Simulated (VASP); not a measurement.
Runs of VASP 6.6.1 on P. The structure is that of space group Fd-3m (No. 227), or close to it. The cells are those of the table. 

```tsv
task	level	spin	cell	k mesh	cutoff (eV)	grid for exact exchange (PRECFOCK)	screening parameter	gap on the mesh (eV)	pressure (GPa)
single point	PBE	off	a = 3.874 Å, angles 60.0°, 2 atoms	10 × 10 × 10	520	-	-	none	-0.1
single point	PBE	off	a = 3.874 Å, angles 60.0°, 2 atoms	11 × 11 × 11	520	-	-	none	0.0
single point	PBE	off	a = 3.821 Å, angles 60.0°, 2 atoms	11 × 11 × 11	520	-	-	none	1.9
single point	PBE	non-collinear, zero start, SOC	a = 3.874 Å, angles 60.0°, 2 atoms	10 × 10 × 10	520	-	-	-	-0.1
single point	PBE	off	a = 3.874 Å, angles 60.0°, 2 atoms	16 × 16 × 16	520	-	-	none	(c)
single point	HSE06	off	a = 3.874 Å, angles 60.0°, 2 atoms	5 × 5 × 5	520	Normal	0.2079 1/Å	none	(a)
single point	PBE	off	a = 3.767 Å, angles 60.0°, 2 atoms	11 × 11 × 11	520	-	-	none	4.2
single point	PBE	off	a = 3.925 Å, angles 60.0°, 2 atoms	11 × 11 × 11	520	-	-	none	(b)
relaxation of cell and atoms	PBE	off	relaxed from a = 3.874 Å, angles 60.0°, 2 atoms	10 × 10 × 10	600	-	-	none	0.0
single point	PBE	off	a = 3.974 Å, angles 60.0°, 2 atoms	11 × 11 × 11	520	-	-	none	-3.0
single point	PBE	off	a = 4.023 Å, angles 60.0°, 2 atoms	11 × 11 × 11	520	-	-	none	-4.3
single point	PBE	off	a = 3.874 Å, angles 60.0°, 2 atoms	5 × 5 × 5	520	-	-	none	-0.4
```

Alike in all rows: potentials or basis VASP PAW PBE potentials, release 64 (P); smearing fermi-dirac 0.1 eV.

Problem. Fill in the values left out.

Solution. (a) -2.3; (b) -1.6; (c) 0.1.

Caveats: some runs use coarse meshes; the PAW data sets were made with another functional, which shifts forces and pressure a little (some runs).

A gap of «none» marks levels without a gap at the run's occupations.
